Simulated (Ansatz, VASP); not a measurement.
## Two plane-wave programs on Rb2FeCuF6

```
CELL_PARAMETERS angstrom
0.00000 4.27652 4.27652
4.27652 0.00000 4.27652
4.27652 4.27652 0.00000
ATOMIC_POSITIONS crystal
Rb 0.25000 0.25000 0.25000
Rb 0.75000 0.75000 0.75000
Fe 0.00000 0.00000 0.00000
Cu 0.50000 0.50000 0.50000
F 0.23196 0.23196 0.76804
F 0.23196 0.76804 0.76804
F 0.76804 0.76804 0.23196
F 0.23196 0.76804 0.23196
F 0.76804 0.23196 0.76804
F 0.76804 0.23196 0.23196
```

Alike in both runs: functional PBE; k mesh 6 × 6 × 6; occupations gaussian, width 0.02 eV; collinear spin; Hubbard terms Fe d U = 5.3 eV, Cu d U = 4.0 eV.

Ansatz relaxed the structure, and its values are those at the end. VASP's run is a single point on that final structure, the one shown.

|  | VASP | Ansatz |
| --- | --- | --- |
| version | VASP 6.6.1 | Ansatz 0.2.0 |
| potentials or method | VASP PAW PBE potentials, release 64 (Rb_sv, Fe, Cu, F), cutoff 520 eV | scalar-relativistic, plane waves, PAW |
| valence electrons in the cell | 79 | 95 |

|  | VASP | Ansatz | Ansatz less VASP |
| --- | --- | --- | --- |
| gap on the k mesh at the Fermi level (eV) | 1.19 | 1.55 | +0.356 |
| least direct gap on the mesh (eV) | 1.29 | 1.55 | +0.255 |
| pressure (GPa) | -1.4 | 0.0 | +1.42 |
| rms of the force components (eV/Å) | 0.044 | 0.000 | -0.0435 |
| net moment per atom (μB) | 0.50 | 0.50 | 0.000 |
| size of the moment on the site where the two differ most (μB) | 4.42 | 4.03 | -0.387 |

Site moments also hang on the region over which each program counts them. The programs project onto different local orbitals, so the same U acts differently, and such runs can settle in different states. VASP's potentials hold 79 valence electrons a cell and Ansatz's 95, so a difference there can come from the potentials and not from the codes. Ansatz's warnings: given moment on shells.
